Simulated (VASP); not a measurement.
# P (Fm-3m) in VASP: a series of runs

The runs below take P through single point, with PBE.

All numbers are computed with VASP 6.6.1; they aren't measurements. Logs are shortened: lines on timing, memory, paths and dates and some standing lists are left out, and cuts for length are marked.

## 1. The cell of the first run

The structure is cubic, space group Fm-3m (No. 225). The conventional cell has a = 3.044 Å, b = 3.044 Å, c = 3.044 Å, α = 90.00°, β = 90.00°, γ = 90.00°. P (site symmetry m-3m) has 12 P at 2.15 Å within 2.8 Å.

## 2. Single point, PBE (volume scaled by 0.485, to set the pressure)

File INCAR:

```
SYSTEM = P
ALGO = Normal
EDIFF = 1E-6
ENCUT = 520
GGA = PE
ISIF = 2
ISMEAR = -1
LASPH = .TRUE.
LCHARG = .FALSE.
LREAL = .FALSE.
LWAVE = .FALSE.
NBANDS = 8
NELM = 100
PREC = Accurate
SIGMA = 0.1
```

File KPOINTS:

```
k-points
0
G
  21 21 21
  0 0 0
```

File POSCAR:

```
P
1.0
    0.0000000000      1.5220171003      1.5220171003
    1.5220171003      0.0000000000      1.5220171003
    1.5220171003      1.5220171003      0.0000000000
P
1
Direct
    0.0000000000      0.0000000000      0.0000000000
```

Potentials or basis: VASP PAW PBE potentials, release 64 (P).

Started as:

```
> cat potpaw_PBE.64/P/POTCAR > POTCAR
> mpirun -np 1 vasp_std > vasp.out
```

OUTCAR:

```text
SYSTEM = P
   EDIFF = 1E-6
   ENCUT = 520
   GGA = PE
   ISIF = 2
   ISMEAR = -1
   LASPH = .TRUE.
   LREAL = .FALSE.
   NELM = 100
   PREC = Accurate

 ion  position               nearest neighbor table
   1  0.000  0.000  0.000-

  LATTYP: Found a face centered cubic cell.
 ALAT       =     3.0440342006

  Lattice vectors:

 A1 = (   0.0000000000,   1.5220171003,   1.5220171003)
 A2 = (   1.5220171003,   0.0000000000,   1.5220171003)
 A3 = (   1.5220171003,   1.5220171003,   0.0000000000)

Analysis of symmetry for initial positions (statically):
=====================================================================
 Subroutine PRICEL returns:
 Original cell was already a primitive cell.

 Routine SETGRP: Setting up the symmetry group for a
 face centered cubic supercell.

 Subroutine GETGRP returns: Found 48 space group operations
 (whereof 48 operations were pure point group operations)
 out of a pool of 48 trial point group operations.

The static configuration has the point symmetry O_h .

Analysis of symmetry for dynamics (positions and initial velocities):
=====================================================================
 Subroutine PRICEL returns:
 Original cell was already a primitive cell.

 Routine SETGRP: Setting up the symmetry group for a
 face centered cubic supercell.

 Subroutine GETGRP returns: Found 48 space group operations
 (whereof 48 operations were pure point group operations)
 out of a pool of 48 trial point group operations.

The dynamic configuration has the point symmetry O_h .

 Subroutine INISYM returns: Found 48 space group operations
 (whereof 48 operations are pure point group operations),
 and found     1 'primitive' translations

----------------------------------------------------------------------------------------

                                     Primitive cell

  volume of cell :       7.0516

  direct lattice vectors                    reciprocal lattice vectors
     0.000000000  1.522017100  1.522017100    -0.328511421  0.328511421  0.328511421
     1.522017100  0.000000000  1.522017100     0.328511421 -0.328511421  0.328511421
     1.522017100  1.522017100  0.000000000     0.328511421  0.328511421 -0.328511421

  length of vectors
     2.152457225  2.152457225  2.152457225     0.568998472  0.568998472  0.568998472

  position of ions in fractional coordinates (direct lattice)
     0.000000000  0.000000000  0.000000000

  ion indices of the primitive-cell ions
   primitive index   ion index
                 1           1

----------------------------------------------------------------------------------------

 KPOINTS: k-points

Automatic generation of k-mesh.
 Grid dimensions read from file:
 generate k-points for:   21   21   21

 Generating k-lattice:

  Cartesian coordinates                     Fractional coordinates (reciprocal lattice)
    -0.015643401  0.015643401  0.015643401     0.047619048  0.000000000  0.000000000
     0.015643401 -0.015643401  0.015643401     0.000000000  0.047619048  0.000000000
     0.015643401  0.015643401 -0.015643401     0.000000000  0.000000000  0.047619048

  Length of vectors
     0.027095165  0.027095165  0.027095165

  Shift w.r.t. Gamma in fractional coordinates (k-lattice)
     0.000000000  0.000000000  0.000000000

 Subroutine IBZKPT returns following result:
 ===========================================

 Found    286 irreducible k-points:

 Following reciprocal coordinates:
            Coordinates               Weight
  0.000000  0.000000  0.000000      1.000000
  0.047619  0.000000  0.000000      8.000000
  0.095238  0.000000  0.000000      8.000000
  0.142857  0.000000  0.000000      8.000000
  0.190476  0.000000  0.000000      8.000000
  0.238095  0.000000  0.000000      8.000000
[... 16 lines left out ...]
 -0.428571  0.047619  0.000000     24.000000
 -0.380952  0.047619  0.000000     24.000000
 [... further k-points ...]
   k-points           NKPTS =    286   k-points in BZ     NKDIM =    286   number of bands    NBANDS=      8
   number of dos      NEDOS =    301   number of ions     NIONS =      1
   total plane-waves  NPLWV =   4096
   dimension x,y,z NGX =    16 NGY =   16 NGZ =   16
   dimension x,y,z NGXF=    32 NGYF=   32 NGZF=   32
   ions per type =               1
   NGX,Y,Z   is equivalent  to a cutoff of  12.36, 12.36, 12.36 a.u.
   NGXF,Y,Z  is equivalent  to a cutoff of  24.72, 24.72, 24.72 a.u.
 SYSTEM =  P
   PREC   = accura    normal or accurate (medium, high low for compatibility)
   ISTART =      0    job   : 0-new  1-cont  2-samecut
   ICHARG =      2    charge: 1-file 2-atom 10-const
   ISPIN  =      1    spin polarized calculation?
   LNONCOLLINEAR =      F non collinear calculations
   LSORBIT =      F    spin-orbit coupling
   LASPH  =      T    aspherical Exc in radial PAW
   ENCUT  =  520.0 eV  38.22 Ry    6.18 a.u.   4.00  4.00  4.00*2*pi/ulx,y,z
   NELM   =    100;   NELMIN=  2; NELMDL= -5     # of ELM steps
   EDIFF  = 0.1E-05   stopping-criterion for ELM
   LREAL  =      F    real-space projection
   EDIFFG = 0.1E-04   stopping-criterion for IOM
   NSW    =      0    number of steps for IOM
   IBRION =     -1    ionic relax: 0-MD 1-quasi-New 2-CG
   NFREE  =      0    steps in history (QN), initial steepest desc. (CG)
   ISIF   =      2    stress and relaxation
   ISYM   =      2    0-nonsym 1-usesym 2-fastsym
   POTIM  = 0.5000    time-step for ionic-motion
   TEBEG  =    0.0;   TEEND  =   0.0 temperature during run
   PSTRESS=    0.0 pullay stress
   NELECT =       5.0000    total number of electrons
   NUPDOWN=      -1.0000    fix difference up-down
   EMIN   =  10.00;   EMAX   =-10.00  energy-range for DOS
   EFERMI =   0.00;   METHOD = LEGACY
   ISMEAR =    -1;   SIGMA  =   0.10  broadening in eV -4-tet -1-fermi 0-gaus
   EFERMI_NEDOS =   21; number of points for ismear=-14 and -15
   IALGO  =     38    algorithm
   IMIX   =      4    mixing-type and parameters
     AMIX     =   0.40;   BMIX     =  1.00
     AMIX_MAG =   1.60;   BMIX_MAG =  1.00
  volume/ion in A,a.u.               =       7.05        47.59
  Fermi-wavevector in a.u.,A,eV,Ry     =   1.459829  2.758677 28.995383  2.131101
  Thomas-Fermi vector in A             =   2.576350
   LORBIT       =      0    0 simple, 1 ext, 2 COOP (PROOUT), +10 PAW based schemes
   GGA     = PE    functional components
   LHFCALC =     F    Hartree Fock is set to
   AEXX    =    0.0000 exact exchange contribution
   IVDW    =     0    specifies the selected vdW correction
   LEPSILON=     F    determine dielectric tensor
   LRPA    =     F    only Hartree local field effects (RPA)
 non-spin polarized calculation
  energy-cutoff  :      520.00
  volume of cell :        7.05
 maximum number of plane-waves:       200
   NGX =  9   NGY =  9   NGZ =  9

 number of electron       4.9999999 magnetization

 Free energy of the ion-electron system (eV)
  ---------------------------------------------------
  ext. energy  EPLUGINS =         0.00000000
  ---------------------------------------------------
  free energy    TOTEN  =        -1.07073280 eV

  energy without entropy =       -1.06027679  energy(sigma->0) =       -1.06550480

 E-fermi :  23.6447     XC(G=0): -14.8713

 val. band max:       23.6356579425   @ k =  -0.2857   0.2381   0.0952
 cond. band min:      23.6516590358   @ k =  -0.2381   0.3810   0.1429
 fundamental gap:      0.0160010933
 Fermi energy:        23.6446875888

 k-point     1 :       0.0000    0.0000    0.0000
  band No.  band energies     occupation
      1      -2.7430      2.00000
      2      36.7370      0.00000
      3      36.7370      0.00000
      4      36.7370      0.00000
      5      40.0599      0.00000
      6      40.0599      0.00000
      7      40.0599      0.00000
      8      45.0339      0.00000

 k-point     2 :       0.0476    0.0000    0.0000
  band No.  band energies     occupation
      1      -2.6385      2.00000
      2      34.9277      0.00000
      3      36.4301      0.00000
      4      36.4301      0.00000
      5      40.5285      0.00000
      6      40.5285      0.00000
      7      40.9167      0.00000
      8      45.9989      0.00000

 k-point     3 :       0.0952    0.0000    0.0000
  band No.  band energies     occupation
      1      -2.3254      2.00000
      2      31.8845      0.00000
      3      35.8102      0.00000
      4      35.8102      0.00000
      5      41.4393      0.00000
      6      41.6054      0.00000
      7      41.6054      0.00000
      8      46.4228      0.00000

 k-point     4 :       0.1429    0.0000    0.0000
  band No.  band energies     occupation
      1      -1.8046      2.00000
      2      28.6964      0.00000
      3      35.1870      0.00000
      4      35.1870      0.00000
      5      41.4846      0.00000
      6      42.7340      0.00000
      7      42.7340      0.00000
      8      45.1755      0.00000

 k-point     5 :       0.1905    0.0000    0.0000
  band No.  band energies     occupation
      1      -1.0781      2.00000
      2      25.5518      0.00000
      3      34.6687      0.00000
      4      34.6687      0.00000
      5      41.3934      0.00000
      6      42.4131      0.00000
      7      42.4131      0.00000
      8      45.5889      0.00000

 k-point     6 :       0.2381    0.0000    0.0000
  band No.  band energies     occupation
      1      -0.1482      2.00000
      2      22.5131      1.99998
      3      34.2917      0.00000
      4      34.2917      0.00000
      5      41.0451      0.00000
      6      41.0451      0.00000
      7      41.3077      0.00000
      8      47.3303      0.00000

 k-point     7 :       0.2857    0.0000    0.0000
  band No.  band energies     occupation
      1       0.9819      2.00000
      2      19.6089      2.00000
      3      34.0706      0.00000
      4      34.0706      0.00000
      5      39.6460      0.00000
      6      39.6460      0.00000
      7      41.2989      0.00000
      8      47.9613      0.00000

 k-point     8 :       0.3333    0.0000    0.0000
  band No.  band energies     occupation
      1       2.3082      2.00000
      2      16.8555      2.00000
      3      34.0116      0.00000
      4      34.0116      0.00000
      5      38.3654      0.00000
      6      38.3654      0.00000
      7      41.4096      0.00000
      8      46.6281      0.00000

 k-point     9 :       0.3810    0.0000    0.0000
  band No.  band energies     occupation
      1       3.8254      2.00000
      2      14.2645      2.00000
      3      34.1179      0.00000
      4      34.1179      0.00000
      5      37.2390      0.00000
      6      37.2390      0.00000
      7      41.6660      0.00000
      8      45.4171      0.00000

 k-point    10 :       0.4286    0.0000    0.0000
  band No.  band energies     occupation
      1       5.5233      2.00000
      2      11.8496      2.00000
      3      34.3897      0.00000
      4      34.3897      0.00000
      5      36.2818      0.00000
      6      36.2818      0.00000
      7      42.0831      0.00000
      8      44.3464      0.00000
[... 78 lines left out ...]
 k-point    18 :       0.3333    0.0476    0.0000
  band No.  band energies     occupation
      1       1.9351      2.00000
      2      17.8339      2.00000
      3      32.4400      0.00000
      4      34.7617      0.00000
      5      36.6135      0.00000
      6      40.4955      0.00000
      7      42.3456      0.00000
      8      47.4663      0.00000

 k-point    19 :       0.3810    0.0476    0.0000
  band No.  band energies     occupation
      1       3.3886      2.00000
      2      15.1909      2.00000
      3      32.4862      0.00000
      4      34.7714      0.00000
      5      35.4701      0.00000
      6      39.3302      0.00000
      7      42.5505      0.00000
      8      46.4379      0.00000

 k-point    20 :       0.4286    0.0476    0.0000
  band No.  band energies     occupation
      1       5.0272      2.00000
      2      12.7176      2.00000
      3      32.7034      0.00000
      4      34.2724      0.00000
      5      35.1712      0.00000
      6      38.3201      0.00000
      7      42.9056      0.00000
      8      45.3653      0.00000

 k-point    21 :       0.4762    0.0476    0.0000
  band No.  band energies     occupation
      1       6.8250      2.00000
      2      10.4422      2.00000
      3      33.0931      0.00000
      4      33.4511      0.00000
      5      35.5381      0.00000
      6      37.4745      0.00000
      7      43.4133      0.00000
      8      44.4263      0.00000

 k-point    22 :      -0.4762    0.0476    0.0000
  band No.  band energies     occupation
      1       7.9534      2.00000
      2       9.1943      2.00000
      3      32.7751      0.00000
      4      33.6564      0.00000
      5      36.1064      0.00000
      6      36.7974      0.00000
      7      43.5704      0.00000
      8      44.1539      0.00000

 k-point    23 :      -0.4286    0.0476    0.0000
  band No.  band energies     occupation
      1       6.2127      2.00000
      2      11.1737      2.00000
      3      32.2694      0.00000
      4      34.3939      0.00000
      5      36.2900      0.00000
      6      36.8512      0.00000
      7      42.9603      0.00000
      8      44.9708      0.00000

 k-point    24 :      -0.3810    0.0476    0.0000
  band No.  band energies     occupation
      1       4.4613      2.00000
      2      13.5216      2.00000
      3      31.9370      0.00000
      4      35.3027      0.00000
      5      35.9540      0.00000
      6      37.7666      0.00000
      7      42.4926      0.00000
      8      45.9587      0.00000

 [... further k-points ...]
[... 5 lines left out ...]
  --------------------------------------------------------------------------------------
  -------------------------------------------------------------------------------------
  Total       11.8364082     11.8364082     11.8364082     -0.0000000     -0.0000000      0.0000000
  in kB     2689.3165649   2689.3165649   2689.3165649     -0.0000000     -0.0000000      0.0000000
  external PRESSURE =    2689.3165649 kB  Pullay stress =       0.0000000 kB

 VOLUME and BASIS-vectors are now :
 -----------------------------------------------------------------------------
  energy-cutoff  :      520.00
  volume of cell :        7.05
      direct lattice vectors                 reciprocal lattice vectors
     0.000000000  1.522017100  1.522017100    -0.328511421  0.328511421  0.328511421
     1.522017100  0.000000000  1.522017100     0.328511421 -0.328511421  0.328511421
     1.522017100  1.522017100  0.000000000     0.328511421  0.328511421 -0.328511421

 POSITION                                       TOTAL-FORCE (eV/Angst)
 -----------------------------------------------------------------------------------
      0.00000      0.00000      0.00000         0.000000      0.000000      0.000000
 -----------------------------------------------------------------------------------
    total drift:                               -0.000000     -0.000000     -0.000000

  FREE ENERGIE OF THE ION-ELECTRON SYSTEM (eV)
  ---------------------------------------------------
  free  energy   TOTEN  =        -1.0707328027 eV

  energy  without entropy=       -1.0602767904  energy(sigma->0) =       -1.06550480
```

Wall time 5 s (1 thread of Intel Xeon 6975P-C, shared host); peak memory 0.12 GiB.

What came out:

```
Free energy : -1.0707 eV
Pressure    : 268.9 GPa
```

Caveat: the cell differs from its parent crystal (volume scaled by 0.485, to set the pressure).

## 3. Single point, PBE

This run uses another cell than the first one, of 7.08 Å³/atom, 1.003 times its volume.

File INCAR:

```
PREC = Accurate ; ENCUT = 520
EDIFF = 1E-6 ; ISMEAR = -1
SIGMA = 0.1 ; LREAL = False
LASPH = True ; NELM = 100
ALGO = Normal ; ISIF = 2
LWAVE = False ; LCHARG = True
GGA = PE ; LELF = True
LVHAR = True ; NBANDS = 8
```

File KPOINTS:

```
regular mesh
0
Gamma
  21 21 21
```

File POSCAR:

```
P
1.0
    0.0000000000      1.5237006465      1.5237006465
    1.5237006465      0.0000000000      1.5237006465
    1.5237006465      1.5237006465      0.0000000000
P
1
Direct
    0.0000000000      0.0000000000      0.0000000000
```

Potentials or basis: VASP PAW PBE potentials, release 64 (P).

Started as:

```
> cat potpaw_PBE.64/P/POTCAR > POTCAR
> mpirun -np 1 vasp_std > vasp.out
```

Run time: 4.7 s. Hardware: 1 thread of Intel Xeon 6975P-C, shared host; peak memory 0.12 GiB.

Results (log left out):

| Item | Value |
| --- | --- |
| Free energy | -1.1099 eV |
| Pressure | 265.9 GPa |

Levels at points of the mesh, in eV from the Fermi level:
| k point | band 1 | band 2 | band 3 | band 4 | band 5 |
| --- | --- | --- | --- | --- | --- |
| (0.00, 0.00, 0.00) | -26.33 | 13.08 | 13.08 | 13.08 | 16.35 |

## 4. Single point, PBE

This run uses another cell than the first one, of 7.08 Å³/atom, 1.004 times its volume.

File INCAR:

```
SYSTEM = P
  PREC = Accurate
  ENCUT = 520
  EDIFF = 1E-6
  ISMEAR = -1
  SIGMA = 0.1
  LREAL = .FALSE.
  LASPH = .TRUE.
  NELM = 60
  ALGO = Normal
  ISIF = 2
  LWAVE = .FALSE.
  LCHARG = .TRUE.
  GGA = PE
  LELF = .TRUE.
  LVHAR = .TRUE.
  NBANDS = 8
```

File KPOINTS:

```
Automatic mesh
0
G
  21 21 21
  0 0 0
```

File POSCAR:

```
P
1.0
    0.0000000000      1.5241158847      1.5241158847
    1.5241158847      0.0000000000      1.5241158847
    1.5241158847      1.5241158847      0.0000000000
P
1
Direct
    0.0000000000      0.0000000000      0.0000000000
```

Started as:

```
> cat potpaw_PBE.64/P/POTCAR > POTCAR
> mpirun -np 1 vasp_std > vasp.out
```

Run time: 5.4 s. Hardware: 1 thread of Intel Xeon 6975P-C, shared host; peak memory 0.12 GiB.

Results (log left out):

| Item | Value |
| --- | --- |
| Free energy | -1.1195 eV |
| Pressure | 265.2 GPa |

Levels at points of the mesh, in eV from the Fermi level:
| k point | band 1 | band 2 | band 3 | band 4 | band 5 | band 6 |
| --- | --- | --- | --- | --- | --- | --- |
| (0.00, 0.00, 0.00) | -26.32 | 13.08 | 13.08 | 13.08 | 16.34 | 16.34 |

(Part 1 of 2 ends here.)
